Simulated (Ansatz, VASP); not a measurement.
# Two plane-wave programs on HfRu3

```
CELL_PARAMETERS angstrom
3.95577 0.00000 0.00000
0.00000 3.95577 0.00000
0.00000 0.00000 3.95577
ATOMIC_POSITIONS crystal
Hf 0.00000 0.00000 0.00000
Ru 0.50000 0.50000 0.00000
Ru 0.00000 0.50000 0.50000
Ru 0.50000 0.00000 0.50000
```

Alike in both runs: task single point; functional RPBE; k mesh 6 × 6 × 6; occupations fermi-dirac, width 0.1 eV; no spin polarisation.

|  | VASP | Ansatz |
| --- | --- | --- |
| version | VASP 6.6.1 | Ansatz 0.2.0 |
| potentials or method | VASP PAW PBE potentials, release 64 (Hf_pv, Ru_pv) | plane waves, PAW |
| plane-wave cutoff (eV) | 500 | 420 |
| valence electrons in the cell | 52 | 74 |

|  | VASP | Ansatz | Ansatz less VASP |
| --- | --- | --- | --- |
| pressure (GPa) | 2.4 | 3.2 | +0.82 |

VASP's potentials were made for PBE, not for RPBE. VASP's potentials hold 52 valence electrons a cell and Ansatz's 74, so a difference there can come from the potentials and not from the codes.

Spin-orbit coupling is off throughout.
